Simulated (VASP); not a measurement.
The system is SiC.

```
Si C
1.0
     0.00000    2.11271    2.21924
     2.11271    0.00000    2.21924
     2.11271    2.11271    0.00000
Si C
1 1
Direct
  0.00000 0.00000 0.00000
  0.25000 0.25000 0.25000
```

This cell differs from its parent crystal: epitaxial xy strain -3.0%.

Base run:

| Property | Result |
| --- | --- |
| Program | VASP 6.6.1 |
| Functional | PBE |
| Potentials or basis | VASP PAW PBE potentials, release 64 (Si, C) |
| Cutoff | 520 eV |
| k mesh | 10 × 10 × 10 |
| Occupations | fermi-dirac, width 0.02 eV |
| Spin | no spin polarisation |

Its results: band gap on the k mesh 1.05 eV, indirect (least direct gap 4.53 eV); pressure 13.6 GPa.

Question: The run is repeated on the same cell with these changes: functional from PBE to r2SCAN; occupations from fermi-dirac, width 0.02 eV to gaussian, width 0.01 eV. What comes out?

Answer: Band gap on the k mesh 1.42 eV, indirect (least direct gap 5.06 eV); pressure 10.0 GPa.

Caveats: the PAW data sets were made with another functional, which shifts forces and pressure a little (some runs).

A k mesh can miss the band edges.
